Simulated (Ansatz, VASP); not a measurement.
# One calculation of BaZrO3, two programs

```
Ba Zr O
1.0
     4.18067    0.00000    0.00000
     0.00000    4.18067    0.00000
     0.00000    0.00000    4.18067
Ba Zr O
1 1 3
Direct
  0.00000 0.00000 0.00000
  0.50000 0.50000 0.50000
  0.00000 0.50000 0.50000
  0.50000 0.00000 0.50000
  0.50000 0.50000 0.00000
```

Alike in both runs: functional PBEsol; k mesh 6 × 6 × 6; occupations gaussian, width 0.02 eV; no spin polarisation.

Ansatz relaxed the structure, and its values are those at the end. VASP's run is a single point on that final structure, the one shown.

|  | VASP | Ansatz |
| --- | --- | --- |
| version | VASP 6.6.1 | Ansatz 0.2.0 |
| potentials or method | VASP PAW PBE potentials, release 64 (Ba_sv, Zr_sv, O), cutoff 520 eV | scalar-relativistic, plane waves, PAW |
| valence electrons in the cell | 40 | 40 |

VASP gave:

| Property | Result |
| --- | --- |
| gap on the k mesh at the Fermi level (eV) | 3.12 |
| least direct gap on the mesh (eV) | 3.33 |
| pressure (GPa) | 1.2 |

**Question.** Estimate Ansatz's values.

**Answer.** gap on the k mesh at the Fermi level (eV): 3.17; least direct gap on the mesh (eV): 3.36; pressure (GPa): 0.0.

VASP's potentials were made for PBE, not for PBEsol.

Spin-orbit coupling is off throughout.
